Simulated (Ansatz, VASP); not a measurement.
## One calculation of Si, two programs

Contents of POSCAR:

```
Si
1.0
    2.4440000000      0.0000000000      0.0000000000
   -1.2220000000      2.1165660868      0.0000000000
    0.0000000000      0.0000000000      4.1520000000
Si
2
Direct
    0.3333330000      0.6666670000      0.2500000000
    0.6666670000      0.3333330000      0.7500000000
```

Contents of INCAR.step1:

```
SYSTEM = Si
PREC = Accurate ; ENCUT = 600
ISMEAR = 1 ; SIGMA = 0.1
LREAL = .FALSE. ; LASPH = .TRUE.
NELM = 80 ; GGA = PE
ALGO = Normal ; EDIFF = 1E-4
LWAVE = .TRUE. ; LCHARG = .FALSE.
```

Contents of INCAR.step2:

```
SYSTEM = Si
PREC = Accurate ; ENCUT = 600
EDIFF = 1E-6 ; ISMEAR = 1
SIGMA = 0.1 ; LREAL = .FALSE.
LASPH = .TRUE. ; NELM = 80
ALGO = Normal ; ISIF = 3
LWAVE = .FALSE. ; LCHARG = .FALSE.
METAGGA = R2SCAN ; LMIXTAU = .TRUE.
IBRION = 2 ; NSW = 80
EDIFFG = -0.03 ; ISTART = 1
```

File KPOINTS:

```
regular mesh
0
G
  13 13 7
  0 0 0
```

Input for Ansatz:

```yaml
crystal:
  lattice:
    - [2.444, 0.0, 0.0]
    - [-1.2219999999999995, 2.116566086849168, 0.0]
    - [0.0, 0.0, 4.152]
  atoms:
    - { symbol: Si, position: [0.333333, 0.666667, 0.25] }
    - { symbol: Si, position: [0.666667, 0.333333, 0.75] }
kpoints:
  mp_grid:
    grid: [13, 13, 7]
hamiltonian:
  xc: r2scan
  dispersion: none
scf:
  occupations:
    method: cold
relax:
  f_tol: 0.03
  cell: {}
```

Alike in both runs: task relaxation of cell and atoms; functional r2SCAN; k mesh 13 × 13 × 7; no spin polarisation.

|  | VASP | Ansatz |
| --- | --- | --- |
| version | VASP 6.6.1 | Ansatz 0.2.0 |
| potentials or method | VASP PAW PBE potentials, release 64 (Si) | plane waves, PAW |
| plane-wave cutoff (eV) | 600 | 500 |
| occupations | methfessel-paxton of order 1, width 0.1 eV | cold |
| valence electrons in the cell | 8 | 8 |

Ansatz gave:

| Item | Value |
| --- | --- |
| relaxed volume (Å³/atom) | 13.70 |
| relaxed cell length with the largest relative difference (Å) | 4.605 |

Question: What did VASP give for the same quantities?

Answer: Relaxed volume (Å³/atom): 13.69; relaxed cell length with the largest relative difference (Å): 4.492.

VASP's potentials were made for PBE, not for r2SCAN. Ansatz's warnings: structure snapped to symmetry.

Noted on VASP's run: the volume moved by over 15 % at a fixed basis, so the end points are rough.
